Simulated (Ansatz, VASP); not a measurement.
## GaO3: VASP beside Ansatz

```
Ga O
1.0
     3.34378    0.00000    0.00000
     0.00000    3.34378    0.00000
     0.00000    0.00000    3.34378
Ga O
1 3
Direct
  0.00000 0.00000 0.00000
  0.00000 0.50000 0.50000
  0.50000 0.00000 0.50000
  0.50000 0.50000 0.00000
```

Change from the starting cell: species swapped into the Ni3Sn type (Pm-3m, No. 221).

Alike in both runs: functional PBE; k mesh 14 × 14 × 14; occupations gaussian, width 0.1 eV; collinear spin.

Ansatz relaxed the structure, and its values are those at the end. VASP's run is a single point on that final structure, the one shown.

|  | VASP | Ansatz |
| --- | --- | --- |
| version | VASP 6.6.1 | Ansatz 0.2.0 |
| potentials or method | VASP PAW PBE potentials, release 64 (Ga_d, O), cutoff 520 eV | scalar-relativistic, plane waves, PAW |
| valence electrons in the cell | 31 | 31 |

|  | VASP | Ansatz | Ansatz less VASP |
| --- | --- | --- | --- |
| gap on the k mesh at the Fermi level (eV) | none | none | - |
| pressure (GPa) | 0.2 | 0.0 | -0.22 |
| net moment per atom (μB) | 0.77 | 0.77 | 0.000 |
| size of the moment on the site where the two differ most (μB) | 0.94 | 1.05 | +0.112 |

Site moments also hang on the region over which each program counts them. A gap of «none» marks a metal or a gap that the smearing closes.
